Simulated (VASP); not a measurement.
Write the native input for VASP 6.6.1 that does the following.

```yaml
Task: single point
Functional: PBE
Potentials_or_basis: VASP PAW PBE potentials, release 64 (P, C)
Cutoff: 520 eV
k_mesh: 6 × 6 × 6
Occupations: gaussian, width 0.1 eV
Spin: no spin polarisation
Dipole_correction: no
Further_INCAR_settings: ALGO = Normal; EDIFF = 1e-06; NBANDS = 16
```

The structure of PC3 lies in POSCAR:

```
PC3
1.0
    3.6439781300      0.0000000000      0.0000000000
    0.0000000000      3.6439781300      0.0000000000
    0.0000000000      0.0000000000      3.6439781300
P C
1 3
Direct
    0.0000000000      0.0000000000      0.0000000000
    0.0000000000      0.5000000000      0.5000000000
    0.5000000000      0.0000000000      0.5000000000
    0.5000000000      0.5000000000      0.0000000000
```

One way to write it, as run:

INCAR

```
ALGO = Normal
EDIFF = 1E-6
ENCUT = 520
GGA = PE
ISIF = 2
ISMEAR = 0
LASPH = True
LCHARG = False
LREAL = False
LWAVE = False
NBANDS = 16
NELM = 80
PREC = Accurate
SIGMA = 0.1
```

KPOINTS

```
k-points
0
Gamma
  6 6 6
```

Potentials or basis: VASP PAW PBE potentials, release 64 (P, C).

Run with:

```sh
$ cat potpaw_PBE.64/P/POTCAR potpaw_PBE.64/C/POTCAR > POTCAR
$ mpirun -np 1 vasp_std > vasp.out
```

Results of the run:

```json
{
  "Pressure": "-24.6 GPa"
}
```

Run time: 5 s on 1 thread of Intel(R) Xeon(R) 6975P-C (Granite Rapids), on a shared host, peak memory 0.15 GiB.
